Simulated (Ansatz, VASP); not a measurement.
# RbBr in VASP and in Ansatz

File INCAR:

```
ALGO     = Normal         # electronic algorithm
EDIFF    = 1E-6           # SCF threshold, eV
ENCUT    = 520            # plane-wave cutoff, eV
GGA      = PE             # functional
ISIF     = 2              # what is computed and relaxed
ISMEAR   = -1             # smearing method
LASPH    = T              # aspherical terms in the spheres
LCHARG   = T              # write CHGCAR
LELF     = T              # ELF
LREAL    = F              # projectors in reciprocal space
LVHAR    = T            
LWAVE    = F              # write WAVECAR
NBANDS   = 15             # bands
NELM     = 80             # most SCF steps
PREC     = Accurate       # precision mode
SIGMA    = 0.02           # smearing width, eV
```

The input KPOINTS:

```
k-points
0
Gamma
  6 6 6
```

POSCAR

```
RbBr
1.0
    0.0000000000      3.2673659279      3.5137349617
    3.2673659279      0.0000000000      3.5137349617
    3.2673659279      3.2673659279      0.0000000000
Rb Br
1 1
Direct
    0.0000000000      0.0000000000      0.0000000000
    0.5000000000      0.5000000000      0.5000000000
```

Input for Ansatz:

```yaml
crystal:
  lattice:
    - [0.0, 3.2673659279, 3.5137349617]
    - [3.2673659279, 0.0, 3.5137349617]
    - [3.2673659279, 3.2673659279, 0.0]
  atoms:
    - { symbol: Rb, position: [0.0, 0.0, 0.0] }
    - { symbol: Br, position: [0.5, 0.5, 0.5] }
kpoints:
  mp_grid: { grid: [6, 6, 6] }
  band_path:
    path:
      - [0.0, 0.0, 0.0]
      - [0.5, 0.0, 0.5]
      - [0.625, 0.25, 0.625]
      - [0.375, 0.375, 0.75]
      - [0.5, 0.5, 0.5]
      - [0.5, 0.25, 0.75]
    npoints: 1
hamiltonian:
  xc: pbe
scf:
  occupations: { method: fermi_dirac, width: 0.02 }
  n_extra_bands: 4
output:
  forces: true
  stress: true
  eigenvalues: true
```

Change from the starting cell: epitaxial_xy strain -5.6%.

Alike in both runs: task single point; functional PBE; k mesh 6 × 6 × 6; occupations fermi-dirac, width 0.02 eV; no spin polarisation.

|  | VASP | Ansatz |
| --- | --- | --- |
| version | VASP 6.6.1 | Ansatz 0.2.0 |
| potentials or method | VASP PAW PBE potentials, release 64 (Rb_sv, Br) | plane waves, PAW |
| plane-wave cutoff (eV) | 520 | 420 |
| valence electrons in the cell | 16 | 16 |

|  | VASP | Ansatz | Ansatz less VASP |
| --- | --- | --- | --- |
| gap on the k mesh at the Fermi level (eV) | 4.48 | 4.49 | +0.004 |
| pressure (GPa) | 2.7 | 2.7 | -0.04 |
| traceless stress, the component that is largest in VASP (GPa) | -2.08 | -2.06 | +0.023 |
